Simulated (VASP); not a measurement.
Crystal: CdS.

```xyz
4
Lattice="3.6053 0.0000 0.0000 0.0000 3.9802 0.0000 0.0000 0.0000 6.9086" Properties=species:S:1:pos:R:3 pbc="T T T"
Cd    1.8027    0.0000    1.2354
Cd    1.8027    0.0000    5.6732
S     1.8027    3.0239    3.4543
S     1.8027    0.9563    3.4543
```

The cell was generated, and may not be a known phase.

```yaml
Program: VASP 6.6.1
Task: relaxation of cell and atoms
Functional: PBE
Potentials_or_basis: VASP PAW PBE potentials, release 64 (Cd, S)
Cutoff: 600 eV
k_mesh: 6 × 4 × 4
Occupations: gaussian, width 0.1 eV
Spin: no spin polarisation
```

At the start: pressure 20.5 GPa; volume 24.78 Å³/atom.

Question: Where does the relaxation end?

Answer: Over 27 steps the energy falls by 878.8 meV/atom and the volume is 37.29 Å³/atom (+50.5 %); space group Pmmm (No. 47, to 0.1 Å) before and after.

The path:
| step | energy change (eV) | largest force (eV/Å) | pressure (GPa) | volume (Å³) |
| --- | --- | --- | --- | --- |
| 1 | 0.0000 | 2.0176 | 20.49 | 99.14 |
| 2 | -2.0707 | 1.5957 | -4.29 | 149.72 |
| 3 | -2.3799 | 2.1987 | -0.85 | 129.46 |
| 4 | -2.3854 | 2.0059 | -1.53 | 132.15 |
| 5 | -3.0521 | 1.3149 | -2.03 | 132.19 |
| 6 | -3.2447 | 0.8091 | -1.59 | 131.94 |
| 7 | -3.2702 | 1.4671 | 0.06 | 130.86 |
| 8 | -3.3152 | 0.7646 | -0.89 | 131.48 |
| 9 | -3.4022 | 0.2541 | 0.21 | 127.48 |
| 10 | -3.4089 | 0.1654 | 0.80 | 126.03 |
| 11 | -3.4090 | 0.1816 | 0.71 | 126.23 |
| 12 | -3.4273 | 0.1340 | 0.53 | 128.54 |
| 13 | -3.4289 | 0.2636 | 0.44 | 129.65 |
| 14 | -3.4446 | 0.2343 | -0.02 | 133.45 |
| 15 | -3.4527 | 0.1973 | -1.02 | 143.64 |
| 16 | -3.4587 | 0.1615 | -0.97 | 144.52 |
| 17 | -3.4744 | 0.0085 | -0.82 | 147.14 |
| 18 | -3.4825 | 0.5521 | -0.37 | 152.30 |
| 19 | -3.4845 | 0.3301 | -0.54 | 150.56 |
| 20 | -3.4919 | 0.2792 | -0.35 | 149.87 |
| 21 | -3.5021 | 0.1404 | 0.15 | 148.12 |
| 22 | -3.5026 | 0.1610 | 0.31 | 147.63 |
| 23 | -3.5069 | 0.1328 | 0.25 | 147.90 |
| 24 | -3.5140 | 0.0891 | 0.08 | 148.69 |
| 25 | -3.5144 | 0.1335 | 0.04 | 148.94 |
| 26 | -3.5154 | 0.0107 | 0.07 | 149.18 |
| 27 | -3.5154 | 0.0084 | 0.06 | 149.17 |

Final structure:
```xyz
4
Lattice="4.2137 0.0000 0.0000 0.0000 5.2046 0.0000 0.0000 0.0000 6.8020" Properties=species:S:1:pos:R:3 pbc="T T T"
Cd    2.1069    0.0000    1.3377
Cd    2.1069    0.0000    5.4642
S     2.1069    3.6453    3.4010
S     2.1069    1.5592    3.4010
```

Caveat: the k points lie up to 0.30 Å⁻¹ apart in the final cell, too coarse for converged energies and pressures of a metal; the volume moved by over 15 % at a fixed basis, so the end points are rough.
